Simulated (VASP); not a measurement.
# BeTe (I-4m2) in VASP: further runs, part 2 of 2

VASP 6.6.1.

## Step 4: Single point, PBE (uniaxial z strain +1.0%)

Input file INCAR:

```
SYSTEM = BeTe
  ALGO = Normal
  EDIFF = 1E-6
  ENCUT = 600
  GGA = PE
  GGA_COMPAT = .FALSE.
  ISIF = 2
  ISMEAR = -1
  LASPH = .TRUE.
  LCHARG = .FALSE.
  LREAL = .FALSE.
  LWAVE = .FALSE.
  NBANDS = 11
  NELM = 120
  PREC = Accurate
  SIGMA = 0.02
```

Input file KPOINTS:

```
k-points
0
G
  8 8 8
  0 0 0
```

Input file POSCAR:

```
BeTe
1.0
    0.0000000000      2.8286236255      2.8569098617
    2.8286236255      0.0000000000      2.8569098617
    2.8286236255      2.8286236255      0.0000000000
Be Te
1 1
Direct
    0.0000000000      0.0000000000      0.0000000000
    0.2500000000      0.2500000000      0.2500000000
```

Potentials or basis: VASP PAW PBE potentials, release 64 (Be, Te).

On the command line:

```sh
> cat potpaw_PBE.64/Be/POTCAR potpaw_PBE.64/Te/POTCAR > POTCAR
> mpirun -np 1 vasp_std > vasp.out
```

OUTCAR:

```text
SYSTEM = BeTe
   EDIFF = 1E-6
   ENCUT = 600
   GGA = PE
   ISIF = 2
   ISMEAR = -1
   LASPH = .TRUE.
   LREAL = .FALSE.
   NELM = 120
   PREC = Accurate

 ion  position               nearest neighbor table
   1  0.000  0.000  0.000-   2 2.46   2 2.46   2 2.46   2 2.46
   2  0.250  0.250  0.250-   1 2.46   1 2.46   1 2.46   1 2.46

  LATTYP: Found a body centered tetragonal cell.
 ALAT       =     4.0002778940
 C/A-ratio  =     1.4283556980

  Lattice vectors:

 A1 = (  -2.8286236255,   0.0000000000,   2.8569098617)
 A2 = (   2.8286236255,   0.0000000000,   2.8569098617)
 A3 = (   0.0000000000,   2.8286236255,  -2.8569098617)

Analysis of symmetry for initial positions (statically):
=====================================================================
 Subroutine PRICEL returns:
 Original cell was already a primitive cell.

 Routine SETGRP: Setting up the symmetry group for a
 body centered tetragonal supercell.

 Subroutine GETGRP returns: Found  8 space group operations
 (whereof  8 operations were pure point group operations)
 out of a pool of 16 trial point group operations.

The static configuration has the point symmetry D_2d.

Analysis of symmetry for dynamics (positions and initial velocities):
=====================================================================
 Subroutine PRICEL returns:
 Original cell was already a primitive cell.

 Routine SETGRP: Setting up the symmetry group for a
 body centered tetragonal supercell.

 Subroutine GETGRP returns: Found  8 space group operations
 (whereof  8 operations were pure point group operations)
 out of a pool of 16 trial point group operations.

The dynamic configuration has the point symmetry D_2d.

 Subroutine INISYM returns: Found  8 space group operations
 (whereof  8 operations are pure point group operations),
 and found     1 'primitive' translations

----------------------------------------------------------------------------------------
[... 114 lines left out ...]
  volume/ion in A,a.u.               =      22.86       154.26
  Fermi-wavevector in a.u.,A,eV,Ry     =   0.915685  1.730393 11.408188  0.838478
  Thomas-Fermi vector in A             =   2.040454
   LORBIT       =      0    0 simple, 1 ext, 2 COOP (PROOUT), +10 PAW based schemes
   GGA     = PE    functional components
   LHFCALC =     F    Hartree Fock is set to
   AEXX    =    0.0000 exact exchange contribution
   IVDW    =     0    specifies the selected vdW correction
   LEPSILON=     F    determine dielectric tensor
   LRPA    =     F    only Hartree local field effects (RPA)
 non-spin polarized calculation
  energy-cutoff  :      600.00
  volume of cell :       45.72
 maximum number of plane-waves:      1548
   NGX = 17   NGY = 17   NGZ = 15

 number of electron       8.0000000 magnetization

 Free energy of the ion-electron system (eV)
  ---------------------------------------------------
  ext. energy  EPLUGINS =         0.00000000
  ---------------------------------------------------
  free energy    TOTEN  =        -7.62384602 eV

  energy without entropy =       -7.62384602  energy(sigma->0) =       -7.62384602

 E-fermi :   5.2461     XC(G=0):  -8.9632

 val. band max:        4.8554387093   @ k =   0.0000   0.0000   0.0000
 cond. band min:       6.8460021927   @ k =   0.5000   0.0000   0.5000
 fundamental gap:      1.9905634834
 Fermi energy:         5.2460926497

 k-point     1 :       0.0000    0.0000    0.0000
  band No.  band energies     occupation
      1      -7.3075      2.00000
      2       4.8020      2.00000
      3       4.8554      2.00000
      4       4.8554      2.00000
      5       8.4598      0.00000
      6       8.4598      0.00000
      7       8.4805      0.00000
      8       8.4890      0.00000
      9      13.1194      0.00000
     10      14.9345      0.00000
     11      15.1297      0.00000
[... 309 lines left out ...]
 k-point    24 :       0.3750    0.0000    0.1250
  band No.  band energies     occupation
      1      -6.3302      2.00000
      2       0.5656      2.00000
      3       3.4083      2.00000
      4       3.4564      2.00000
      5       8.3143      0.00000
      6       9.4541      0.00000
      7      10.2917      0.00000
      8      11.2855      0.00000
      9      14.5543      0.00000
     10      14.9062      0.00000
     11      15.6709      0.00000

 [... further k-points ...]
[... 5 lines left out ...]
  --------------------------------------------------------------------------------------
  -------------------------------------------------------------------------------------
  Total       -0.0077473     -0.0077473     -0.1800144      0.0000000      0.0000000      0.0000000
  in kB       -0.2715076     -0.2715076     -6.3087147      0.0000000      0.0000000      0.0000000
  external PRESSURE =      -2.2839100 kB  Pullay stress =       0.0000000 kB

 VOLUME and BASIS-vectors are now :
 -----------------------------------------------------------------------------
  energy-cutoff  :      600.00
  volume of cell :       45.72
      direct lattice vectors                 reciprocal lattice vectors
     0.000000000  2.828623626  2.856909862    -0.176764415  0.176764415  0.175014272
     2.828623626  0.000000000  2.856909862     0.176764415 -0.176764415  0.175014272
     2.828623626  2.828623626  0.000000000     0.176764415  0.176764415 -0.175014272

 POSITION                                       TOTAL-FORCE (eV/Angst)
 -----------------------------------------------------------------------------------
      0.00000      0.00000      0.00000         0.000000      0.000000      0.000000
      1.41431      1.41431      1.42845        -0.000000     -0.000000     -0.000000
 -----------------------------------------------------------------------------------
    total drift:                                0.000000      0.000000      0.000000

  FREE ENERGIE OF THE ION-ELECTRON SYSTEM (eV)
  ---------------------------------------------------
  free  energy   TOTEN  =        -7.6238460158 eV

  energy  without entropy=       -7.6238460158  energy(sigma->0) =       -7.62384602
```

OSZICAR:

```text
N       E                     dE             d eps       ncg     rms          rms(c)
DAV:   1     0.215758403790E+02    0.21576E+02   -0.35662E+03  1298   0.657E+02
DAV:   2    -0.639029243465E+01   -0.27966E+02   -0.26563E+02  1725   0.987E+01
DAV:   3    -0.772586764955E+01   -0.13356E+01   -0.13309E+01  1744   0.222E+01
DAV:   4    -0.773939624899E+01   -0.13529E-01   -0.13527E-01  1559   0.251E+00
DAV:   5    -0.773965150047E+01   -0.25525E-03   -0.25525E-03  1664   0.350E-01    0.399E+00
DAV:   6    -0.765013572356E+01    0.89516E-01   -0.10329E-01  1511   0.130E+00    0.240E+00
DAV:   7    -0.762281242195E+01    0.27323E-01   -0.92407E-02  1550   0.134E+00    0.440E-01
DAV:   8    -0.762353106547E+01   -0.71864E-03   -0.57427E-03  1478   0.436E-01    0.734E-02
DAV:   9    -0.762377710233E+01   -0.24604E-03   -0.31077E-04  1566   0.105E-01    0.289E-02
DAV:  10    -0.762384134807E+01   -0.64246E-04   -0.79291E-05  1458   0.460E-02    0.149E-02
DAV:  11    -0.762384367307E+01   -0.23250E-05   -0.24308E-06  1700   0.935E-03    0.101E-02
DAV:  12    -0.762384595014E+01   -0.22771E-05   -0.49070E-06  1424   0.127E-02    0.598E-03
DAV:  13    -0.762384601579E+01   -0.65650E-07   -0.31333E-08  1031   0.135E-03
   1 F= -.76238460E+01 E0= -.76238460E+01  d E =-.109648E-10
```

stdout:

```text
POSCAR found type information on POSCAR BeTe
 POSCAR found :  2 types and       2 ions
 scaLAPACK will be used
 LDA part: xc-table for (Slater+PW92), standard interpolation
 POSCAR, INCAR and KPOINTS ok, starting setup
 FFT: planning ... GRIDC
 FFT: planning ... GRID_SOFT
 FFT: planning ... GRID
 WAVECAR not read
 entering main loop
```

Run time: 21 s. Hardware: 1 thread of Intel Xeon Platinum 8488C (Sapphire Rapids), shared host; peak memory 0.19 GiB.

What came out:

```
Free energy            : -7.6238 eV
Pressure               : -0.2 GPa
Band gap on the k mesh : 1.99 eV, indirect (least direct gap 3.60 eV)
```

Caveat: the cell differs from its parent crystal (uniaxial z strain +1.0%); spin-orbit coupling is left out, which moves the levels of the heavy elements. A k mesh can miss the band edges.

## Step 5: Single point, PBE (uniaxial z strain +2.0%)

Input file INCAR:

```
SYSTEM = BeTe
  PREC = Accurate
  ENCUT = 600
  EDIFF = 1E-6
  ISMEAR = -1
  SIGMA = 0.02
  LREAL = .False.
  LASPH = .True.
  NELM = 120
  ALGO = Normal
  ISIF = 2
  LWAVE = .False.
  LCHARG = .False.
  GGA = PE
  NBANDS = 11
  GGA_COMPAT = .False.
```

Input file KPOINTS:

```
regular mesh
0
Gamma
  8 8 8
  0 0 0
```

Input file POSCAR:

```
BeTe
1.0
    0.0000000000      2.8286236255      2.8851960980
    2.8286236255      0.0000000000      2.8851960980
    2.8286236255      2.8286236255      0.0000000000
Be Te
1 1
Direct
    0.0000000000      0.0000000000      0.0000000000
    0.2500000000      0.2500000000      0.2500000000
```

Potentials or basis: VASP PAW PBE potentials, release 64 (Be, Te).

On the command line:

```sh
> cat potpaw_PBE.64/Be/POTCAR potpaw_PBE.64/Te/POTCAR > POTCAR
> mpirun -np 1 vasp_std > vasp.out
```

OUTCAR:

```text
SYSTEM = BeTe
   PREC = Accurate
   ENCUT = 600
   EDIFF = 1E-6
   ISMEAR = -1
   LREAL = .False.
   LASPH = .True.
   NELM = 120
   ISIF = 2
   GGA = PE

 ion  position               nearest neighbor table
   1  0.000  0.000  0.000-   2 2.47   2 2.47   2 2.47   2 2.47
   2  0.250  0.250  0.250-   1 2.47   1 2.47   1 2.47   1 2.47

  LATTYP: Found a body centered tetragonal cell.
 ALAT       =     4.0002778940
 C/A-ratio  =     1.4424978336

  Lattice vectors:

 A1 = (  -2.8286236255,   0.0000000000,   2.8851960980)
 A2 = (   2.8286236255,   0.0000000000,   2.8851960980)
 A3 = (   0.0000000000,   2.8286236255,  -2.8851960980)

Analysis of symmetry for initial positions (statically):
=====================================================================
 Subroutine PRICEL returns:
 Original cell was already a primitive cell.

 Routine SETGRP: Setting up the symmetry group for a
 body centered tetragonal supercell.

 Subroutine GETGRP returns: Found  8 space group operations
 (whereof  8 operations were pure point group operations)
 out of a pool of 16 trial point group operations.

The static configuration has the point symmetry D_2d.

Analysis of symmetry for dynamics (positions and initial velocities):
=====================================================================
 Subroutine PRICEL returns:
 Original cell was already a primitive cell.

 Routine SETGRP: Setting up the symmetry group for a
 body centered tetragonal supercell.

 Subroutine GETGRP returns: Found  8 space group operations
 (whereof  8 operations were pure point group operations)
 out of a pool of 16 trial point group operations.

The dynamic configuration has the point symmetry D_2d.

 Subroutine INISYM returns: Found  8 space group operations
 (whereof  8 operations are pure point group operations),
 and found     1 'primitive' translations

----------------------------------------------------------------------------------------

                                     Primitive cell

  volume of cell :      46.1696

  direct lattice vectors                    reciprocal lattice vectors
     0.000000000  2.828623626  2.885196098    -0.176764415  0.176764415  0.173298446
     2.828623626  0.000000000  2.885196098     0.176764415 -0.176764415  0.173298446
     2.828623626  2.828623626  0.000000000     0.176764415  0.176764415 -0.173298446

  length of vectors
     4.040478702  4.040478702  4.000277894     0.304177034  0.304177034  0.304177034

  position of ions in fractional coordinates (direct lattice)
     0.000000000  0.000000000  0.000000000
     0.250000000  0.250000000  0.250000000

  ion indices of the primitive-cell ions
   primitive index   ion index
                 1           1
                 2           2

----------------------------------------------------------------------------------------

 KPOINTS: regular mesh

Automatic generation of k-mesh.
 Grid dimensions read from file:
 generate k-points for:    8    8    8

 Generating k-lattice:

  Cartesian coordinates                     Fractional coordinates (reciprocal lattice)
    -0.022095552  0.022095552  0.021662306     0.125000000  0.000000000  0.000000000
     0.022095552 -0.022095552  0.021662306     0.000000000  0.125000000  0.000000000
     0.022095552  0.022095552 -0.021662306    -0.000000000 -0.000000000  0.125000000

  Length of vectors
     0.038022129  0.038022129  0.038022129

  Shift w.r.t. Gamma in fractional coordinates (k-lattice)
     0.000000000  0.000000000  0.000000000

 Subroutine IBZKPT returns following result:
 ===========================================

 Found     59 irreducible k-points:

 Following reciprocal coordinates:
            Coordinates               Weight
  0.000000  0.000000  0.000000      1.000000
  0.125000  0.000000  0.000000      8.000000
  0.250000  0.000000  0.000000      8.000000
  0.375000  0.000000  0.000000      8.000000
  0.500000  0.000000  0.000000      4.000000
  0.125000  0.125000  0.000000      2.000000
[... 16 lines left out ...]
  0.250000  0.000000  0.125000     16.000000
  0.375000 -0.000000  0.125000     16.000000
 [... further k-points ...]
   k-points           NKPTS =     59   k-points in BZ     NKDIM =     59   number of bands    NBANDS=     11
   number of dos      NEDOS =    301   number of ions     NIONS =      2
   total plane-waves  NPLWV =  32768
   dimension x,y,z NGX =    32 NGY =   32 NGZ =   32
   dimension x,y,z NGXF=    64 NGYF=   64 NGZF=   64
   ions per type =               1   1
   NGX,Y,Z   is equivalent  to a cutoff of  13.17, 13.17, 13.30 a.u.
   NGXF,Y,Z  is equivalent  to a cutoff of  26.33, 26.33, 26.60 a.u.
 SYSTEM =  BeTe
   PREC   = accura    normal or accurate (medium, high low for compatibility)
   ISTART =      0    job   : 0-new  1-cont  2-samecut
   ICHARG =      2    charge: 1-file 2-atom 10-const
   ISPIN  =      1    spin polarized calculation?
   LNONCOLLINEAR =      F non collinear calculations
   LSORBIT =      F    spin-orbit coupling
   LASPH  =      T    aspherical Exc in radial PAW
   ENCUT  =  600.0 eV  44.10 Ry    6.64 a.u.   8.07  8.07  7.99*2*pi/ulx,y,z
   NELM   =    120;   NELMIN=  2; NELMDL= -5     # of ELM steps
   EDIFF  = 0.1E-05   stopping-criterion for ELM
   LREAL  =      F    real-space projection
   EDIFFG = 0.1E-04   stopping-criterion for IOM
   NSW    =      0    number of steps for IOM
   IBRION =     -1    ionic relax: 0-MD 1-quasi-New 2-CG
   NFREE  =      0    steps in history (QN), initial steepest desc. (CG)
   ISIF   =      2    stress and relaxation
   ISYM   =      2    0-nonsym 1-usesym 2-fastsym
   POTIM  = 0.5000    time-step for ionic-motion
   TEBEG  =    0.0;   TEEND  =   0.0 temperature during run
   PSTRESS=    0.0 pullay stress
   NELECT =       8.0000    total number of electrons
   NUPDOWN=      -1.0000    fix difference up-down
   EMIN   =  10.00;   EMAX   =-10.00  energy-range for DOS
   EFERMI =   0.00;   METHOD = LEGACY
   ISMEAR =    -1;   SIGMA  =   0.02  broadening in eV -4-tet -1-fermi 0-gaus
   EFERMI_NEDOS =   21; number of points for ismear=-14 and -15
   IALGO  =     38    algorithm
   IMIX   =      4    mixing-type and parameters
     AMIX     =   0.40;   BMIX     =  1.00
     AMIX_MAG =   1.60;   BMIX_MAG =  1.00
  volume/ion in A,a.u.               =      23.08       155.78
  Fermi-wavevector in a.u.,A,eV,Ry     =   0.912682  1.724719 11.333502  0.832989
  Thomas-Fermi vector in A             =   2.037106
   LORBIT       =      0    0 simple, 1 ext, 2 COOP (PROOUT), +10 PAW based schemes
   GGA     = PE    functional components
   LHFCALC =     F    Hartree Fock is set to
   AEXX    =    0.0000 exact exchange contribution
   IVDW    =     0    specifies the selected vdW correction
   LEPSILON=     F    determine dielectric tensor
   LRPA    =     F    only Hartree local field effects (RPA)
 non-spin polarized calculation
  energy-cutoff  :      600.00
  volume of cell :       46.17
 maximum number of plane-waves:      1564
   NGX = 17   NGY = 17   NGZ = 15

 number of electron       8.0000000 magnetization

 Free energy of the ion-electron system (eV)
  ---------------------------------------------------
  ext. energy  EPLUGINS =         0.00000000
  ---------------------------------------------------
  free energy    TOTEN  =        -7.62073008 eV

  energy without entropy =       -7.62073008  energy(sigma->0) =       -7.62073008

 E-fermi :   5.1561     XC(G=0):  -8.9242

 val. band max:        4.7662679335   @ k =   0.0000   0.0000   0.0000
 cond. band min:       6.7416251967   @ k =   0.5000   0.0000   0.5000
 fundamental gap:      1.9753572632
 Fermi energy:         5.1561425186

 k-point     1 :       0.0000    0.0000    0.0000
  band No.  band energies     occupation
      1      -7.3517      2.00000
      2       4.6590      2.00000
      3       4.7663      2.00000
      4       4.7663      2.00000
      5       8.3097      0.00000
      6       8.3551      0.00000
      7       8.3551      0.00000
      8       8.3963      0.00000
      9      12.9980      0.00000
     10      14.7053      0.00000
     11      15.0968      0.00000
[... 309 lines left out ...]
 k-point    24 :       0.3750   -0.0000    0.1250
  band No.  band energies     occupation
      1      -6.3879      2.00000
      2       0.5006      2.00000
      3       3.2995      2.00000
      4       3.3899      2.00000
      5       8.1772      0.00000
      6       9.3415      0.00000
      7      10.1706      0.00000
      8      11.1542      0.00000
      9      14.4327      0.00000
     10      14.7598      0.00000
     11      15.5559      0.00000

 [... further k-points ...]
[... 5 lines left out ...]
  --------------------------------------------------------------------------------------
  -------------------------------------------------------------------------------------
  Total       -0.1044279     -0.1044279     -0.4534476      0.0000000      0.0000000      0.0000000
  in kB       -3.6238621     -3.6238621    -15.7355534      0.0000000      0.0000000      0.0000000
  external PRESSURE =      -7.6610925 kB  Pullay stress =       0.0000000 kB

 VOLUME and BASIS-vectors are now :
 -----------------------------------------------------------------------------
  energy-cutoff  :      600.00
  volume of cell :       46.17
      direct lattice vectors                 reciprocal lattice vectors
     0.000000000  2.828623626  2.885196098    -0.176764415  0.176764415  0.173298446
     2.828623626  0.000000000  2.885196098     0.176764415 -0.176764415  0.173298446
     2.828623626  2.828623626  0.000000000     0.176764415  0.176764415 -0.173298446

 POSITION                                       TOTAL-FORCE (eV/Angst)
 -----------------------------------------------------------------------------------
      0.00000      0.00000      0.00000         0.000000      0.000000      0.000000
      1.41431      1.41431      1.44260        -0.000000     -0.000000     -0.000000
 -----------------------------------------------------------------------------------
    total drift:                                0.000000      0.000000      0.000000

  FREE ENERGIE OF THE ION-ELECTRON SYSTEM (eV)
  ---------------------------------------------------
  free  energy   TOTEN  =        -7.6207300805 eV

  energy  without entropy=       -7.6207300805  energy(sigma->0) =       -7.62073008
```

stdout:

```text
POSCAR found type information on POSCAR BeTe
 POSCAR found :  2 types and       2 ions
 scaLAPACK will be used
 LDA part: xc-table for (Slater+PW92), standard interpolation
 POSCAR, INCAR and KPOINTS ok, starting setup
 FFT: planning ... GRIDC
 FFT: planning ... GRID_SOFT
 FFT: planning ... GRID
 WAVECAR not read
 entering main loop
```

It took 19 s on 1 thread of Intel Xeon Platinum 8488C (Sapphire Rapids), shared host; peak memory 0.19 GiB.

Results:

* Free energy: -7.6207 eV
* Pressure: -0.8 GPa
* Band gap on the k mesh: 1.98 eV, indirect (least direct gap 3.54 eV)

Stress tensor (GPa, compression positive):
```
-0.36  0.00  0.00
 0.00 -0.36  0.00
 0.00  0.00 -1.57
```

Caveat: the cell differs from its parent crystal (uniaxial z strain +2.0%); spin-orbit coupling is left out, which moves the levels of the heavy elements. A k mesh can miss the band edges.

## Step 6: Summary

```csv
cell,gap on the mesh (eV),pressure (GPa)
"a = 3.960, b = 3.960, c = 4.000 Å, angles 59.7, 59.7, 60.7°, 2 atoms",1.80,1.6
"a = 3.980, b = 3.980, c = 4.000 Å, angles 59.8, 59.8, 60.3°, 2 atoms",1.90,0.9
"a = 4.020, b = 4.020, c = 4.000 Å, angles 60.2, 60.2, 59.7°, 2 atoms",1.99,-0.2
"a = 4.040, b = 4.040, c = 4.000 Å, angles 60.3, 60.3, 59.3°, 2 atoms",1.98,-0.8
```

Alike in all rows: task single point; level PBE; potentials or basis VASP PAW PBE potentials, release 64 (Be, Te); no spin polarisation; k mesh 8 × 8 × 8; cutoff (eV) 600; smearing fermi-dirac 0.02 eV.

Caveats: spin-orbit coupling is left out, which moves the levels of the heavy elements.

Absolute energies hang on the potentials; compare differences alone.
